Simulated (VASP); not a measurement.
Here is a VASP 6.6.1 calculation.

INCAR

```
PREC     = Accurate       # precision mode
ENCUT    = 520            # plane-wave cutoff, eV
EDIFF    = 1E-7           # SCF threshold, eV
ISMEAR   = 0              # smearing method
SIGMA    = 0.2            # smearing width, eV
LREAL    = False          # projectors in reciprocal space
LASPH    = True           # aspherical terms in the spheres
NELM     = 100            # most SCF steps
ALGO     = Normal         # electronic algorithm
ISIF     = 2              # what is computed and relaxed
LWAVE    = False          # write WAVECAR
LCHARG   = False          # write CHGCAR
GGA      = PE             # functional
NBANDS   = 53             # bands
```

File KPOINTS:

```
Automatic mesh
0
Gamma
  4 4 4
```

Contents of POSCAR:

```
Mo3H
1.0
   -2.6051484995      2.6051484995      3.9954217117
    2.6051484995     -2.6051484995      3.9954217117
    2.6051484995      2.6051484995     -3.9954217117
H Mo
2 6
Direct
    0.2500000000      0.7500000000      0.5000000000
    0.7500000000      0.2500000000      0.5000000000
    0.2890923779      0.2109076221      0.5000000000
    0.2109076221      0.7109076221      0.9218152442
    0.7890923779      0.2890923779      0.0781847558
    0.7109076221      0.7890923779      0.5000000000
    0.2500000000      0.2500000000      0.0000000000
    0.7500000000      0.7500000000      0.0000000000
```

Potentials or basis: VASP PAW PBE potentials, release 64 (H, Mo_sv).

Command:

```console
$ cat potpaw_PBE.64/H/POTCAR potpaw_PBE.64/Mo_sv/POTCAR > POTCAR
$ mpirun -np 1 vasp_std > vasp.out
```

(1) Estimate the band gap on the k mesh.

(2) Predict the pressure.

(3) Predict the largest force.

Answers

(1) zero (bands 43 and 44 overlap by 1.33 eV).

(2) 0.6 GPa.

(3) 0.006 eV/Å.
